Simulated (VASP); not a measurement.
Set up this calculation in VASP 6.6.1, as the native input.

```yaml
Task: single point
Functional: PBE
Dispersion: D3(BJ)
Potentials_or_basis: VASP PAW PBE potentials, release 64 (Sn_d, O)
Cutoff: 520 eV
k_mesh: 12 × 12 × 4
Occupations: gaussian, width 0.05 eV
Spin: no spin polarisation
Dipole_correction: no
Further_INCAR_settings: ALGO = Normal; EDIFF = 1e-07; NBANDS = 35
```

The structure of SnO2 lies in POSCAR:

```
SnO2
1.0
    3.1575531076      0.0000000000      0.0000000000
   -1.5787765538      2.7345212049      0.0000000000
    0.0000000000      0.0000000000     10.1605007849
Sn O
2 4
Direct
   -0.1169759215      0.0000000000      0.5000000000
    0.1169759215      0.0000000000      0.0000000000
    0.5482055332      0.3333333333      0.4017901351
    0.7851278001      0.3333333333      0.0982098649
    0.2148721999      0.6666666667      0.5982098649
    0.4517944668      0.6666666667      0.9017901351
```

One way to write it, as run:

INCAR

```
SYSTEM = SnO2
ALGO     = Normal         ! electronic algorithm
EDIFF    = 1E-7           ! SCF threshold, eV
ENCUT    = 520            ! plane-wave cutoff, eV
GGA      = PE             ! functional
ISIF     = 2              ! what is computed and relaxed
ISMEAR   = 0              ! smearing method
IVDW     = 12             ! dispersion correction
LASPH    = .TRUE.         ! aspherical terms in the spheres
LCHARG   = .FALSE.        ! write CHGCAR
LREAL    = .FALSE.        ! projectors in reciprocal space
LWAVE    = .FALSE.        ! write WAVECAR
NBANDS   = 35             ! bands
NELM     = 60             ! most SCF steps
PREC     = Accurate       ! precision mode
SIGMA    = 0.05           ! smearing width, eV
```

KPOINTS

```
k-points
0
G
  12 12 4
  0 0 0
```

Potentials or basis: VASP PAW PBE potentials, release 64 (Sn_d, O).

Run with:

```console
$ cat potpaw_PBE.64/Sn_d/POTCAR potpaw_PBE.64/O/POTCAR > POTCAR
$ mpirun -np 1 vasp_std > vasp.out
```

It gave:

```json
{
  "Pressure": "8.3 GPa",
  "Largest force": "0.691 eV/Å",
  "Band gap on the k mesh": "2.45 eV, indirect (least direct gap 2.86 eV)",
  "Dispersion energy per atom": "-0.174 eV"
}
```

Caveat: spin-orbit coupling is left out, which moves the levels of the heavy elements.

Run time: 2.4 min on 1 thread of Intel(R) Xeon(R) 6975P-C (Granite Rapids), on a shared host, peak memory 0.43 GiB.
